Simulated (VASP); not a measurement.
Set up this calculation in VASP 6.6.1, as the native input.

```yaml
Task: single point
Functional: PBE
Potentials_or_basis: VASP PAW PBE potentials, release 64 (As, B)
Cutoff: 520 eV
k_mesh: 10 × 10 × 10
Occupations: gaussian, width 0.024 eV
Spin: no spin polarisation
Dipole_correction: no
Further_INCAR_settings: ALGO = Normal; EDIFF = 1e-06; NBANDS = 11
```

The structure of BAs lies in POSCAR:

```
BAs
1.0
    0.0000000000      2.3885000000      2.3885000000
    2.3885000000      0.0000000000      2.3885000000
    2.3885000000      2.3885000000      0.0000000000
As B
1 1
Direct
    0.7500000000      0.7500000000      0.7500000000
    0.0000000000      0.0000000000      0.0000000000
```

One way to write it, as run:

INCAR

```
ALGO = Normal
EDIFF = 1E-6
ENCUT = 520
GGA = PE
ISIF = 2
ISMEAR = 0
LASPH = True
LCHARG = True
LELF = True
LREAL = False
LVHAR = True
LWAVE = False
NBANDS = 11
NELM = 80
PREC = Accurate
SIGMA = 0.024
```

KPOINTS

```
k-points
0
Gamma
  10 10 10
```

Potentials or basis: VASP PAW PBE potentials, release 64 (As, B).

Launch:

```console
$ cat potpaw_PBE.64/As/POTCAR potpaw_PBE.64/B/POTCAR > POTCAR
$ mpirun -np 1 vasp_std > vasp.out
```

It gave:

```json
{"Pressure": "3.4 GPa", "Band gap on the k mesh": "1.18 eV, indirect (least direct gap 3.28 eV)"}
```

It took 11 s on 1 thread of Intel(R) Xeon(R) Platinum 8488C (Sapphire Rapids), on a shared host, peak memory 0.16 GiB.
